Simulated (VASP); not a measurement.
# TiO2 (I4_1/amd) in VASP: a series of runs, part 2 of 2

VASP 6.6.1. The steps go on from the part before.

### Step 3. Single point, PBE+U

The input, INCAR:

```
  PREC = Accurate
  ENCUT = 600
  EDIFF = 1E-6
  ISMEAR = 0
  SIGMA = 0.02
  LREAL = F
  LASPH = T
  NELM = 200
  ALGO = Normal
  ISIF = 2
  LWAVE = F
  LCHARG = T
  LMAXMIX = 4
  LDAU = T
  LDAUTYPE = 2
  LDAUL = 2 -1
  LDAUU = 4 0
  LDAUJ = 0 0
  LDAUPRINT = 1
  GGA = PE
  LELF = T
  LVHAR = T
  NBANDS = 33
  GGA_COMPAT = F
```

The input, KPOINTS:

```
regular mesh
0
Gamma
  8 8 8
```

The input, POSCAR:

```
TiO2
1.0
   -1.9086496194      1.9086496194      4.8899050332
    1.9086496194     -1.9086496194      4.8899050332
    1.9086496194      1.9086496194     -4.8899050332
Ti O
2 4
Direct
    0.0000000000      0.0000000000      0.0000000000
    0.7500000000      0.2500000000      0.5000000000
    0.2052277854      0.2052277854      0.0000000000
    0.9552277854      0.4552277854      0.5000000000
    0.5447722146      0.0447722146      0.5000000000
    0.7947722146      0.7947722146      0.0000000000
```

Potentials or basis: VASP PAW PBE potentials, release 64 (Ti_sv, O).

The run is started by

```
$ cat potpaw_PBE.64/Ti_sv/POTCAR potpaw_PBE.64/O/POTCAR > POTCAR
$ mpirun -np 1 vasp_std > vasp.out
```

OUTCAR:

```text
PREC = Accurate
   ENCUT = 600
   EDIFF = 1E-6
   ISMEAR = 0
   LREAL = F
   LASPH = T
   NELM = 200
   ISIF = 2
   GGA = PE

 ion  position               nearest neighbor table
   1  0.000  0.000  0.000-   4 1.96   5 1.96   5 1.96   4 1.96   3 2.01   6 2.01
   2  0.750  0.250  0.500-   3 1.96   6 1.96   6 1.96   3 1.96   4 2.01   5 2.01
   3  0.205  0.205  0.000-   2 1.96   2 1.96   1 2.01
   4  0.955  0.455  0.500-   1 1.96   1 1.96   2 2.01
   5  0.545  0.045  0.500-   1 1.96   1 1.96   2 2.01
   6  0.795  0.795  0.000-   2 1.96   2 1.96   1 2.01

  LATTYP: Found a body centered tetragonal cell.
 ALAT       =     3.8172992388
 C/A-ratio  =     2.5619710310

  Lattice vectors:

 A1 = (  -1.9086496194,   1.9086496194,   4.8899050332)
 A2 = (   1.9086496194,  -1.9086496194,   4.8899050332)
 A3 = (   1.9086496194,   1.9086496194,  -4.8899050332)

Analysis of symmetry for initial positions (statically):
=====================================================================
 Subroutine PRICEL returns:
 Original cell was already a primitive cell.

 Routine SETGRP: Setting up the symmetry group for a
[... 253 lines left out ...]
 fundamental gap:      2.6873019464
 Fermi energy:         3.4356254008

 k-point     1 :       0.0000    0.0000    0.0000
  band No.  band energies     occupation
      1     -54.2971      2.00000
      2     -54.2527      2.00000
      3     -30.6472      2.00000
      4     -30.4506      2.00000
      5     -30.4506      2.00000
      6     -30.3968      2.00000
[... 853 lines left out ...]
     32       9.5441      0.00000
     33      10.0568      0.00000

 [... further k-points ...]

------------------------ aborting loop because EDIFF is reached ----------------------------------------

  FORCE on cell =-STRESS in cart. coord.  units (eV):
  Direction    XX          YY          ZZ          XY          YZ          ZX
  --------------------------------------------------------------------------------------
  -------------------------------------------------------------------------------------
  Total        1.9131895      1.9131895      1.4907504      0.0000000     -0.0000000      0.0000000
  in kB       43.0185466     43.0185466     33.5198970      0.0000000     -0.0000000      0.0000000
  external PRESSURE =      39.8523301 kB  Pullay stress =       0.0000000 kB

 VOLUME and BASIS-vectors are now :
 -----------------------------------------------------------------------------
  energy-cutoff  :      600.00
  volume of cell :       71.25
      direct lattice vectors                 reciprocal lattice vectors
    -1.908649619  1.908649619  4.889905033     0.000000000  0.261965316  0.102251475
     1.908649619 -1.908649619  4.889905033     0.261965316  0.000000000  0.102251475
     1.908649619  1.908649619 -4.889905033     0.261965316  0.261965316  0.000000000

 POSITION                                       TOTAL-FORCE (eV/Angst)
 -----------------------------------------------------------------------------------
      0.00000      0.00000      0.00000         0.000000      0.000000     -0.000000
      0.00000      1.90865      2.44495         0.000000      0.000000     -0.000000
      0.00000      0.00000      2.00709        -0.000000     -0.000000      0.150841
      0.00000      1.90865      4.45204         0.000000      0.000000      0.150841
     -0.00000      1.90865      0.43786        -0.000000     -0.000000     -0.150841
      0.00000      0.00000      7.77272         0.000000      0.000000     -0.150841
 -----------------------------------------------------------------------------------
    total drift:                                0.000000     -0.000000     -0.000000

  FREE ENERGIE OF THE ION-ELECTRON SYSTEM (eV)
  ---------------------------------------------------
  free  energy   TOTEN  =       -48.5092108450 eV

  energy  without entropy=      -48.5092108450  energy(sigma->0) =      -48.50921084
```

OSZICAR:

```text
N       E                     dE             d eps       ncg     rms          rms(c)
DAV:   1     0.704172580250E+03    0.70417E+03   -0.26242E+04  3894   0.185E+03
DAV:   2     0.444096000855E+02   -0.65976E+03   -0.61537E+03  4205   0.531E+02
DAV:   3    -0.622778207415E+02   -0.10669E+03   -0.10488E+03  5335   0.201E+02
DAV:   4    -0.678119825324E+02   -0.55342E+01   -0.55211E+01  6034   0.447E+01
DAV:   5    -0.680084591810E+02   -0.19648E+00   -0.19644E+00  5033   0.669E+00    0.313E+01
DAV:   6    -0.479961589391E+02    0.20012E+02   -0.85309E+01  5523   0.894E+01    0.930E+00
DAV:   7    -0.485903824599E+02   -0.59422E+00   -0.12968E+01  5237   0.244E+01    0.765E+00
DAV:   8    -0.484773757327E+02    0.11301E+00   -0.66940E-01  5401   0.698E+00    0.447E+00
DAV:   9    -0.485104631992E+02   -0.33087E-01   -0.47739E-01  5201   0.550E+00    0.111E+00
DAV:  10    -0.485143071426E+02   -0.38439E-02   -0.59886E-02  5742   0.192E+00    0.757E-01
DAV:  11    -0.485093977081E+02    0.49094E-02   -0.16608E-02  4881   0.151E+00    0.135E-01
DAV:  12    -0.485092637344E+02    0.13397E-03   -0.21243E-03  5091   0.352E-01    0.939E-02
DAV:  13    -0.485092343608E+02    0.29374E-04   -0.66632E-04  5142   0.195E-01    0.436E-02
DAV:  14    -0.485092134683E+02    0.20892E-04   -0.15509E-04  5300   0.121E-01    0.244E-02
DAV:  15    -0.485092104081E+02    0.30602E-05   -0.25293E-05  5001   0.527E-02    0.175E-03
DAV:  16    -0.485092108450E+02   -0.43685E-06   -0.14568E-06  3433   0.110E-02
   1 F= -.48509211E+02 E0= -.48509211E+02  d E =-.690449E-67
```

Run time: 7.3 min. Hardware: 1 thread of Oxide Virtual Turin-like, shared host; peak memory 0.36 GiB.

Results:

```
Free energy            : -48.5092 eV
Pressure               : 4.0 GPa
Largest force          : 0.151 eV/Å
Band gap on the k mesh : 2.69 eV (least direct gap 2.96 eV)
```

Forces in eV/Å, atoms in the order of the input:
```
Ti   0.000  0.000  0.000
Ti   0.000  0.000  0.000
O    0.000  0.000  0.151
O    0.000  0.000  0.151
O    0.000  0.000 -0.151
O    0.000  0.000 -0.151
```

Stress tensor (GPa, compression positive):
```
4.30 0.00 0.00
0.00 4.30 0.00
0.00 0.00 3.35
```

Levels at points of the mesh, in eV from the valence-band top:
```
           k point  band 20  band 21  band 22  band 23  band 24  band 25  band 26  band 27  band 28  band 29
(0.00, 0.00, 0.00)    -0.79    -0.74    -0.74    -0.36    -0.36     2.69     3.36     4.42     4.42     4.45
(0.50, 0.00, 0.00)    -1.87    -1.71    -0.86    -0.81    -0.65     3.70     3.88     3.99     4.01     4.63
(0.50, 0.50, 0.00)    -2.44    -1.88    -1.88    -0.04    -0.04     3.71     3.71     4.12     4.12     5.20
(0.50, 0.50, 0.50)    -1.38    -1.21    -1.21    -0.07    -0.07     3.01     3.01     4.23     4.23     4.66
```

Eigenvalues of the final occupation matrices:
| site | spin | trace | eigenvalues |
| --- | --- | --- | --- |
| site 1 d | 1 | 0.79 | 0.10 0.10 0.10 0.24 0.25 |
| site 1 d | 2 | 0.79 | 0.10 0.10 0.10 0.24 0.25 |
| site 2 d | 1 | 0.79 | 0.10 0.10 0.10 0.24 0.25 |
| site 2 d | 2 | 0.79 | 0.10 0.10 0.10 0.24 0.25 |

Caveat: the cell stands under pressure. A k mesh can miss the band edges.
